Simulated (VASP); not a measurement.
Write the native input for VASP 6.6.1 that does the following.

```yaml
Task: single point
Functional: r2SCAN
Potentials_or_basis: VASP PAW PBE potentials, release 64 (K_sv)
Cutoff: 520 eV
k_mesh: 3 × 3 × 4
Occupations: gaussian, width 0.1 eV
Spin: no spin polarisation
Dipole_correction: no
Further_INCAR_settings: ALGO = Normal; EDIFF = 1e-06; NBANDS = 20
```

Crystal: K.

```xyz
3
Lattice="7.9499 0.0000 0.0000 -3.9750 6.8849 0.0000 0.0000 0.0000 4.8737" Properties=species:S:1:pos:R:3 pbc="T T T"
K     0.0000    0.0000    0.0000
K     0.0000    4.5899    2.4368
K     3.9750    2.2950    2.4368
```

This isn't the form of K at room conditions, which is bcc.

One way to write it, as run:

POSCAR

```
K
1.0
    7.9499407458      0.0000000000      0.0000000000
   -3.9749703729      6.8848506444      0.0000000000
    0.0000000000      0.0000000000      4.8736593267
K
3
Direct
    0.0000000000      0.0000000000      0.0000000000
    0.3333333333      0.6666666667      0.5000000000
    0.6666666667      0.3333333333      0.5000000000
```

INCAR.step1

```
SYSTEM = K
ALGO = Normal ; EDIFF = 1E-4
ENCUT = 520 ; GGA = PE
ISMEAR = 0 ; LASPH = .True.
LCHARG = .False. ; LREAL = .False.
LWAVE = .True. ; NBANDS = 20
NELM = 60 ; PREC = Accurate
SIGMA = 0.1
```

INCAR.step2

```
SYSTEM = K
ALGO = Normal ; EDIFF = 1E-6
ENCUT = 520 ; ISIF = 2
ISMEAR = 0 ; ISTART = 1
LASPH = .True. ; LCHARG = .False.
LMIXTAU = .True. ; LREAL = .False.
LWAVE = .False. ; METAGGA = R2SCAN
NBANDS = 20 ; NELM = 60
PREC = Accurate ; SIGMA = 0.1
```

KPOINTS

```
k-points
0
Gamma
  3 3 4
  0 0 0
```

Potentials or basis: VASP PAW PBE potentials, release 64 (K_sv).

Run with:

```bash
$ cat potpaw_PBE.64/K_sv/POTCAR > POTCAR
$ cp INCAR.step1 INCAR
$ mpirun -np 1 vasp_std > vasp.out
$ cp INCAR.step2 INCAR
$ mpirun -np 1 vasp_std > vasp.out
```

It gave:

* Pressure: -0.4 GPa
* Band gap on the k mesh: zero (an odd number of electrons rules out a gap without spin polarisation)

Caveat: the PAW data sets were made with another functional, which shifts forces and pressure a little.

It took 6.5 min on 1 thread of Intel Xeon 8259CL, on a shared host, peak memory 0.38 GiB.
